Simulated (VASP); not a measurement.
A run of VASP 6.6.1 is set up as follows.

File INCAR:

```
PREC = Accurate ; ENCUT = 520
EDIFF = 1E-7 ; ISMEAR = 0
SIGMA = 0.1 ; LREAL = False
LASPH = True ; NELM = 100
ALGO = Normal ; ISIF = 2
LWAVE = False ; LCHARG = True
GGA = PE ; LELF = True
LVHAR = True ; NBANDS = 31
```

The input KPOINTS:

```
Automatic mesh
0
Gamma
  6 6 4
```

The input POSCAR:

```
ErNb2
1.0
    3.1247366100      0.0000000000      0.0000000000
   -1.5623683000      2.7061012800      0.0000000000
    0.0000000000      0.0000000000      5.7130019200
Er Nb
1 2
Direct
    0.0000000000      0.0000000000      0.0000000000
    0.3333333300      0.6666666700      0.2500000000
    0.6666666700      0.3333333300      0.7500000000
```

Potentials or basis: VASP PAW PBE potentials, release 64 (Er, Nb_sv).

Run with:

```bash
$ cat potpaw_PBE.64/Er/POTCAR potpaw_PBE.64/Nb_sv/POTCAR > POTCAR
$ mpirun -np 1 vasp_std > vasp.out
```

Estimate the band gap on the k mesh.

zero (bands 24 and 25 overlap by 1.01 eV).

What does it give for the pressure?

54.2 GPa.

Forces on the atoms (eV/Å):
```
Er   0.000  0.000  0.000
Nb   0.000  0.000  8.036
Nb   0.000  0.000 -8.036
```

Caveat: the k points lie up to 0.39 Å⁻¹ apart, too coarse for converged energies and pressures of a metal; spin-orbit coupling is left out, which moves the levels of the heavy elements; semilocal functionals describe open f shells poorly, which spoils levels, moments and volumes; forces of over 1 eV/Å act on the atoms, so gaps and moduli don't describe the material at rest. Spin polarisation is off, so any magnetic state and its effect on volume and gap are missing.
